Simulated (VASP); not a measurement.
Runs of VASP 6.6.1 on Re. The structure is that of space group P6_3/mmc (No. 194), or close to it. The cells are those of the table. 

```tsv
task	cell	cutoff (eV)	gap on the mesh (eV)	pressure (GPa)
single point	a = 2.793, b = 2.793, c = 4.515 Å, angles 90.0, 90.0, 120.0°, 2 atoms	520	none	-7.5
single point	a = 2.811, b = 2.811, c = 4.543 Å, angles 90.0, 90.0, 120.0°, 2 atoms	520	none	(b)
single point	a = 2.756, b = 2.756, c = 4.455 Å, angles 90.0, 90.0, 120.0°, 2 atoms	520	none	(a)
relaxation of shape and atoms at fixed volume	relaxed from a = 2.756, b = 2.756, c = 4.455 Å, angles 90.0, 90.0, 120.0°, 2 atoms	600	none	7.4
single point	a = 2.737, b = 2.737, c = 4.426 Å, angles 90.0, 90.0, 120.0°, 2 atoms	520	none	16.0
relaxation of shape and atoms at fixed volume	relaxed from a = 2.737, b = 2.737, c = 4.425 Å, angles 90.0, 90.0, 120.0°, 2 atoms	600	none	16.1
single point	a = 2.774, b = 2.774, c = 4.485 Å, angles 90.0, 90.0, 120.0°, 2 atoms	520	none	-0.5
```

Alike in all rows: level PBE; potentials or basis VASP PAW PBE potentials, release 64 (Re); no spin polarisation; k mesh 18 × 18 × 10; smearing gaussian 0.05 eV.

Estimate the missing entries.

(a) 7.3; (b) -13.8.

Caveats: spin-orbit coupling is left out, which moves the levels of the heavy elements; the cell stands under tension (at least some runs); the cell stands under pressure (at least some runs).

A k mesh can miss the band edges, and the runs leave out spin-orbit coupling on Re.

A gap of «none» marks levels without a gap at the run's occupations.
